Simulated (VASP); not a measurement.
# CdSe (P6_3mc) in VASP: notebook

Runs on CdSe. Level: r2SCAN. Tasks: single point.

Everything below comes from runs of VASP 6.6.1. Logs are shortened: lines on timing, memory, paths and dates and some standing lists are left out, and cuts for length are marked.

## 1. The cell of the first run

It takes space group P6_3mc (No. 186, hexagonal). The conventional cell has a = 4.420 Å, b = 4.420 Å, c = 6.636 Å, α = 90.00°, β = 90.00°, γ = 120.00°. Within 3.3 Å of Cd (site symmetry 3m) lie 4 Se at 2.49 to 2.68 Å. Within 3.3 Å of Se (site symmetry 3m) lie 4 Cd at 2.49 to 2.68 Å.

## 2. Single point, r2SCAN

File POSCAR:

```
CdSe
1.0
    4.4196476438      0.0000000000      0.0000000000
   -2.2098238219      3.8275271353      0.0000000000
    0.0000000000      0.0000000000      6.6358812954
Cd Se
2 2
Direct
    0.6666666667      0.3333333333      0.0000000000
    0.3333333333      0.6666666667      0.5000000000
    0.6666666667      0.3333333333      0.3750000000
    0.3333333333      0.6666666667      0.8750000000
```

File INCAR.step1:

```
SYSTEM = CdSe
PREC     = Accurate       ! precision mode
ENCUT    = 520            ! plane-wave cutoff, eV
ISMEAR   = 0              ! smearing method
SIGMA    = 0.05           ! smearing width, eV
LREAL    = .False.        ! projectors in reciprocal space
LASPH    = .True.         ! aspherical terms in the spheres
NELM     = 100            ! most SCF steps
NBANDS   = 26             ! bands
GGA      = PE             ! functional
ALGO     = Normal         ! electronic algorithm
EDIFF    = 1E-4           ! SCF threshold, eV
LWAVE    = .True.         ! write WAVECAR
LCHARG   = .False.        ! write CHGCAR
```

File INCAR.step2:

```
SYSTEM = CdSe
PREC     = Accurate       ! precision mode
ENCUT    = 520            ! plane-wave cutoff, eV
EDIFF    = 1E-6           ! SCF threshold, eV
ISMEAR   = 0              ! smearing method
SIGMA    = 0.05           ! smearing width, eV
LREAL    = .False.        ! projectors in reciprocal space
LASPH    = .True.         ! aspherical terms in the spheres
NELM     = 100            ! most SCF steps
ALGO     = Normal         ! electronic algorithm
ISIF     = 2              ! what is computed and relaxed
LWAVE    = .False.        ! write WAVECAR
LCHARG   = .False.        ! write CHGCAR
METAGGA  = R2SCAN         ! meta-GGA
LMIXTAU  = .True.       
NBANDS   = 26             ! bands
ISTART   = 1
```

File KPOINTS:

```
regular mesh
0
Gamma
  12 12 4
  0 0 0
```

Potentials or basis: VASP PAW PBE potentials, release 64 (Cd, Se).

The run is started by

```sh
> cat potpaw_PBE.64/Cd/POTCAR potpaw_PBE.64/Se/POTCAR > POTCAR
> cp INCAR.step1 INCAR
> mpirun -np 1 vasp_std > vasp.out
> cp INCAR.step2 INCAR
> mpirun -np 1 vasp_std > vasp.out
```

OUTCAR:

```text
SYSTEM = CdSe
   PREC = Accurate
   ENCUT = 520
   EDIFF = 1E-6
   ISMEAR = 0
   LREAL = .False.
   LASPH = .True.
   NELM = 100
   ISIF = 2
   METAGGA = R2SCAN
   ISTART = 1

 ion  position               nearest neighbor table
   1  0.667  0.333  0.000-   3 2.49   4 2.68   4 2.68   4 2.68
   2  0.333  0.667  0.500-   4 2.49   3 2.68   3 2.68   3 2.68
   3  0.667  0.333  0.375-   1 2.49   2 2.68   2 2.68   2 2.68
   4  0.333  0.667  0.875-   2 2.49   1 2.68   1 2.68   1 2.68

  LATTYP: Found a hexagonal cell.
 ALAT       =     4.4196476438
 C/A-ratio  =     1.5014503033

  Lattice vectors:

 A1 = (   4.4196476438,   0.0000000000,   0.0000000000)
 A2 = (  -2.2098238219,   3.8275271353,   0.0000000000)
 A3 = (   0.0000000000,   0.0000000000,   6.6358812954)

Analysis of symmetry for initial positions (statically):
=====================================================================
 Subroutine PRICEL returns:
 Original cell was already a primitive cell.

 Routine SETGRP: Setting up the symmetry group for a
 hexagonal supercell.

 Subroutine GETGRP returns: Found 12 space group operations
 (whereof  6 operations were pure point group operations)
 out of a pool of 24 trial point group operations.

The static configuration has the point symmetry C_3v.
 The point group associated with its full space group is C_6v.

Analysis of symmetry for dynamics (positions and initial velocities):
=====================================================================
 Subroutine PRICEL returns:
 Original cell was already a primitive cell.

 Routine SETGRP: Setting up the symmetry group for a
 hexagonal supercell.

 Subroutine GETGRP returns: Found 12 space group operations
 (whereof  6 operations were pure point group operations)
 out of a pool of 24 trial point group operations.

The dynamic configuration has the point symmetry C_3v.
 The point group associated with its full space group is C_6v.

 Subroutine INISYM returns: Found 12 space group operations
 (whereof  6 operations are pure point group operations),
 and found     1 'primitive' translations

----------------------------------------------------------------------------------------

                                     Primitive cell

  volume of cell :     112.2547

  direct lattice vectors                    reciprocal lattice vectors
     4.419647644  0.000000000  0.000000000     0.226262381  0.130632647  0.000000000
    -2.209823822  3.827527135  0.000000000     0.000000000  0.261265293  0.000000000
     0.000000000  0.000000000  6.635881295     0.000000000  0.000000000  0.150695884

  length of vectors
     4.419647644  4.419647644  6.635881295     0.261265293  0.261265293  0.150695884

  position of ions in fractional coordinates (direct lattice)
     0.666666667  0.333333333  0.000000000
     0.333333333  0.666666667  0.500000000
     0.666666667  0.333333333  0.375000000
     0.333333333  0.666666667  0.875000000

  ion indices of the primitive-cell ions
   primitive index   ion index
                 1           1
                 2           2
                 3           3
                 4           4

----------------------------------------------------------------------------------------

 KPOINTS: regular mesh

Automatic generation of k-mesh.
 Grid dimensions read from file:
 generate k-points for:   12   12    4

 Generating k-lattice:

  Cartesian coordinates                     Fractional coordinates (reciprocal lattice)
     0.018855198  0.010886054  0.000000000     0.083333333  0.000000000  0.000000000
     0.000000000  0.021772108  0.000000000     0.000000000  0.083333333  0.000000000
     0.000000000  0.000000000  0.037673971     0.000000000  0.000000000  0.250000000

  Length of vectors
     0.021772108  0.021772108  0.037673971

  Shift w.r.t. Gamma in fractional coordinates (k-lattice)
     0.000000000  0.000000000  0.000000000

 Subroutine IBZKPT returns following result:
 ===========================================

 Found     57 irreducible k-points:

 Following reciprocal coordinates:
            Coordinates               Weight
  0.000000  0.000000  0.000000      1.000000
  0.083333 -0.000000  0.000000      6.000000
  0.166667  0.000000  0.000000      6.000000
  0.250000  0.000000  0.000000      6.000000
  0.333333  0.000000  0.000000      6.000000
  0.416667  0.000000  0.000000      6.000000
[... 16 lines left out ...]
  0.250000  0.000000  0.250000     12.000000
  0.333333  0.000000  0.250000     12.000000
 [... further k-points ...]
   k-points           NKPTS =     57   k-points in BZ     NKDIM =     57   number of bands    NBANDS=     26
   number of dos      NEDOS =    301   number of ions     NIONS =      4
   total plane-waves  NPLWV =  64800
   dimension x,y,z NGX =    36 NGY =   36 NGZ =   50
   dimension x,y,z NGXF=    72 NGYF=   72 NGZF=  100
   ions per type =               2   2
   NGX,Y,Z   is equivalent  to a cutoff of  13.54, 13.54, 12.53 a.u.
   NGXF,Y,Z  is equivalent  to a cutoff of  27.08, 27.08, 25.05 a.u.
 SYSTEM =  CdSe
   PREC   = accura    normal or accurate (medium, high low for compatibility)
   ISTART =      1    job   : 0-new  1-cont  2-samecut
   ICHARG =      0    charge: 1-file 2-atom 10-const
   ISPIN  =      1    spin polarized calculation?
   LNONCOLLINEAR =      F non collinear calculations
   LSORBIT =      F    spin-orbit coupling
   LASPH  =      T    aspherical Exc in radial PAW
   ENCUT  =  520.0 eV  38.22 Ry    6.18 a.u.   8.22  8.22 12.34*2*pi/ulx,y,z
   NELM   =    100;   NELMIN=  2; NELMDL=  0     # of ELM steps
   EDIFF  = 0.1E-05   stopping-criterion for ELM
   LREAL  =      F    real-space projection
   EDIFFG = 0.1E-04   stopping-criterion for IOM
   NSW    =      0    number of steps for IOM
[... 5 lines left out ...]
   TEBEG  =    0.0;   TEEND  =   0.0 temperature during run
   PSTRESS=    0.0 pullay stress
   NELECT =      36.0000    total number of electrons
   NUPDOWN=      -1.0000    fix difference up-down
   EMIN   =  10.00;   EMAX   =-10.00  energy-range for DOS
   EFERMI =   0.00;   METHOD = LEGACY
   ISMEAR =     0;   SIGMA  =   0.05  broadening in eV -4-tet -1-fermi 0-gaus
   EFERMI_NEDOS =   21; number of points for ismear=-14 and -15
   IALGO  =     38    algorithm
   IMIX   =      4    mixing-type and parameters
     AMIX     =   0.40;   BMIX     =  1.00
     AMIX_MAG =   1.60;   BMIX_MAG =  1.00
  volume/ion in A,a.u.               =      28.06       189.38
  Fermi-wavevector in a.u.,A,eV,Ry     =   1.120575  2.117579 17.084668  1.255688
  Thomas-Fermi vector in A             =   2.257222
   LORBIT       =      0    0 simple, 1 ext, 2 COOP (PROOUT), +10 PAW based schemes
   METAGGA = R2SCAN    functional components
   LHFCALC =     F    Hartree Fock is set to
   AEXX    =    0.0000 exact exchange contribution
   IVDW    =     0    specifies the selected vdW correction
   LEPSILON=     F    determine dielectric tensor
   LRPA    =     F    only Hartree local field effects (RPA)
 non-spin polarized calculation
 Gauss-broadening in eV      SIGMA  =   0.05
  energy-cutoff  :      520.00
  volume of cell :      112.25
 maximum number of plane-waves:      3050
 NGX is ok and might be reduce to    36

 number of electron      36.0000009 magnetization

 Free energy of the ion-electron system (eV)
  ---------------------------------------------------
  ext. energy  EPLUGINS =         0.00000000
  ---------------------------------------------------
  free energy    TOTEN  =       -71.62614135 eV

  energy without entropy =      -71.62614135  energy(sigma->0) =      -71.62614135

 E-fermi :   0.9329     XC(G=0):  -9.4231

 val. band max:        0.7012904236   @ k =   0.0000   0.0000   0.0000
 cond. band min:       1.8561858731   @ k =   0.0000   0.0000   0.0000
 fundamental gap:      1.1548954495
 Fermi energy:         0.9328682238

 k-point     1 :       0.0000    0.0000    0.0000
  band No.  band energies     occupation
      1     -12.4024      2.00000
      2     -11.9433      2.00000
      3      -7.5805      2.00000
      4      -7.4732      2.00000
      5      -7.4732      2.00000
      6      -7.3650      2.00000
[... 18 lines left out ...]
     25       8.2968      0.00000
     26       9.3224      0.00000

 k-point     2 :       0.0833   -0.0000    0.0000
  band No.  band energies     occupation
      1     -12.3823      2.00000
      2     -11.9372      2.00000
      3      -7.5726      2.00000
      4      -7.4676      2.00000
      5      -7.4586      2.00000
      6      -7.3603      2.00000
[... 18 lines left out ...]
     25       8.3913      0.00000
     26       9.0947      0.00000

 k-point     3 :       0.1667    0.0000    0.0000
  band No.  band energies     occupation
      1     -12.3258      2.00000
      2     -11.9217      2.00000
      3      -7.5511      2.00000
      4      -7.4535      2.00000
      5      -7.4159      2.00000
      6      -7.3448      2.00000
[... 18 lines left out ...]
     25       8.7025      0.00000
     26       8.7764      0.00000

 k-point     4 :       0.2500    0.0000    0.0000
  band No.  band energies     occupation
      1     -12.2444      2.00000
      2     -11.9040      2.00000
      3      -7.5219      2.00000
      4      -7.4375      2.00000
      5      -7.3649      2.00000
      6      -7.3040      2.00000
[... 18 lines left out ...]
     25       9.0213      0.00000
     26       9.4262      0.00000
[... 496 lines left out ...]
      1     -12.2622      2.00000
      2     -11.9751      2.00000
      3      -7.5241      2.00000
      4      -7.4395      2.00000
      5      -7.4030      2.00000
      6      -7.3656      2.00000
[... 18 lines left out ...]
     25       8.3515      0.00000
     26       8.8738      0.00000

 k-point    23 :       0.2500    0.0000    0.2500
  band No.  band energies     occupation
      1     -12.1890      2.00000
      2     -11.9471      2.00000
      3      -7.5066      2.00000
      4      -7.4189      2.00000
      5      -7.3763      2.00000
      6      -7.3157      2.00000
[... 18 lines left out ...]
     25       8.9156      0.00000
     26       8.9945      0.00000

 k-point    24 :       0.3333    0.0000    0.2500
  band No.  band energies     occupation
      1     -12.1102      2.00000
      2     -11.9241      2.00000
      3      -7.4892      2.00000
      4      -7.4018      2.00000
      5      -7.3669      2.00000
      6      -7.2807      2.00000
[... 18 lines left out ...]
     25       9.0151      0.00000
     26       9.7190      0.00000

 [... further k-points ...]

------------------------ aborting loop because EDIFF is reached ----------------------------------------

  FORCE on cell =-STRESS in cart. coord.  units (eV):
  Direction    XX          YY          ZZ          XY          YZ          ZX
  --------------------------------------------------------------------------------------
  -------------------------------------------------------------------------------------
  Total       -0.4582988     -0.4582988      6.4240336      0.0000000      0.0000000      0.0000000
  in kB       -6.5411597     -6.5411597     91.6882856      0.0000000      0.0000000      0.0000000
  external PRESSURE =      26.2019887 kB  Pullay stress =       0.0000000 kB

 VOLUME and BASIS-vectors are now :
 -----------------------------------------------------------------------------
  energy-cutoff  :      520.00
  volume of cell :      112.25
      direct lattice vectors                 reciprocal lattice vectors
     4.419647644  0.000000000  0.000000000     0.226262381  0.130632647  0.000000000
    -2.209823822  3.827527135  0.000000000     0.000000000  0.261265293  0.000000000
     0.000000000  0.000000000  6.635881295     0.000000000  0.000000000  0.150695884

 POSITION                                       TOTAL-FORCE (eV/Angst)
 -----------------------------------------------------------------------------------
      2.20982      1.27584      0.00000        -0.000000     -0.000000     -0.943967
     -0.00000      2.55168      3.31794         0.000000      0.000000     -0.943967
      2.20982      1.27584      2.48846         0.000000      0.000000      0.943967
     -0.00000      2.55168      5.80640         0.000000     -0.000000      0.943967
 -----------------------------------------------------------------------------------
    total drift:                               -0.000000     -0.000000     -0.002732

  FREE ENERGIE OF THE ION-ELECTRON SYSTEM (eV)
  ---------------------------------------------------
  free  energy   TOTEN  =       -71.6261413493 eV

  energy  without entropy=      -71.6261413493  energy(sigma->0) =      -71.62614135
```

It took 5.4 min on 1 thread of AMD EPYC 9R45 (Zen 5), shared host; peak memory 0.32 GiB.

Results:

```
Free energy            : -71.6261 eV
Pressure               : 2.6 GPa
Largest force          : 0.944 eV/Å
Band gap on the k mesh : 1.15 eV
```

Forces in eV/Å, atoms in the order of the input:
```
Cd   0.000  0.000 -0.944
Cd   0.000  0.000 -0.944
Se   0.000  0.000  0.944
Se   0.000  0.000  0.944
```

Caveat: the stress differs along the axes, from -1 to 9 GPa; the PAW data sets were made with another functional, which shifts forces and pressure a little.

## 3. Single point, r2SCAN

This run uses another cell than the first one, of the same volume but with other edges.

File POSCAR:

```
CdSe
1.0
    4.1640828394      0.0000000000      0.0000000000
   -2.0820414197      3.6062015224      0.0000000000
    0.0000000000      0.0000000000      7.4754128114
Cd Se
2 2
Direct
    0.6666666667      0.3333333333      0.0000000000
    0.3333333333      0.6666666667      0.5000000000
    0.6666666667      0.3333333333      0.3750000000
    0.3333333333      0.6666666667      0.8750000000
```

File INCAR.step1:

```
SYSTEM = CdSe
PREC = Accurate
ENCUT = 520
ISMEAR = 0
SIGMA = 0.05
LREAL = .FALSE.
LASPH = .TRUE.
NELM = 60
NBANDS = 26
GGA = PE
ALGO = Normal
EDIFF = 1E-4
LWAVE = .TRUE.
LCHARG = .FALSE.
```

File INCAR.step2:

```
SYSTEM = CdSe
PREC = Accurate
ENCUT = 520
EDIFF = 1E-6
ISMEAR = 0
SIGMA = 0.05
LREAL = .FALSE.
LASPH = .TRUE.
NELM = 60
ALGO = Normal
ISIF = 2
LWAVE = .FALSE.
LCHARG = .FALSE.
METAGGA = R2SCAN
LMIXTAU = .TRUE.
NBANDS = 26
ISTART = 1
```

File KPOINTS:

```
regular mesh
0
G
  12 12 4
  0 0 0
```

Potentials or basis: VASP PAW PBE potentials, release 64 (Cd, Se).

The run is started by

```sh
> cat potpaw_PBE.64/Cd/POTCAR potpaw_PBE.64/Se/POTCAR > POTCAR
> cp INCAR.step1 INCAR
> mpirun -np 1 vasp_std > vasp.out
> cp INCAR.step2 INCAR
> mpirun -np 1 vasp_std > vasp.out
```

Run time: 5 min. Hardware: 1 thread of AMD EPYC 9R45 (Zen 5), shared host; peak memory 0.31 GiB.

Results (log left out):

```
Free energy            : -71.6270 eV
Pressure               : 2.6 GPa
Largest force          : 0.563 eV/Å
Band gap on the k mesh : 0.98 eV
```

Forces in eV/Å, atoms in the order of the input:
```
Cd   0.000  0.000  0.563
Cd   0.000  0.000  0.563
Se   0.000  0.000 -0.563
Se   0.000  0.000 -0.563
```

Stress tensor (GPa, compression positive):
```
 5.26  0.00  0.00
 0.00  5.26  0.00
 0.00  0.00 -2.81
```

Levels at points of the mesh, in eV from the valence-band top:
| k point | band 14 | band 15 | band 16 | band 17 | band 18 | band 19 | band 20 | band 21 | band 22 | band 23 |
| --- | --- | --- | --- | --- | --- | --- | --- | --- | --- | --- |
| (0.00, 0.00, 0.00) | -0.57 | -0.57 | -0.47 | 0.00 | 0.00 | 0.98 | 3.06 | 5.84 | 6.69 | 6.69 |
| (0.50, 0.00, 0.00) | -3.98 | -2.74 | -1.77 | -1.48 | -0.93 | 3.34 | 3.93 | 4.66 | 5.79 | 7.05 |
| (0.00, 0.00, 0.50) | -2.94 | -0.29 | -0.29 | -0.29 | -0.29 | 2.88 | 2.88 | 5.87 | 5.87 | 7.05 |
| (0.50, 0.00, 0.50) | -4.40 | -1.70 | -1.70 | -1.37 | -1.37 | 3.05 | 3.05 | 5.10 | 5.10 | 7.91 |

Caveat: the stress differs along the axes, from -3 to 5 GPa; the PAW data sets were made with another functional, which shifts forces and pressure a little. A k mesh can miss the band edges.
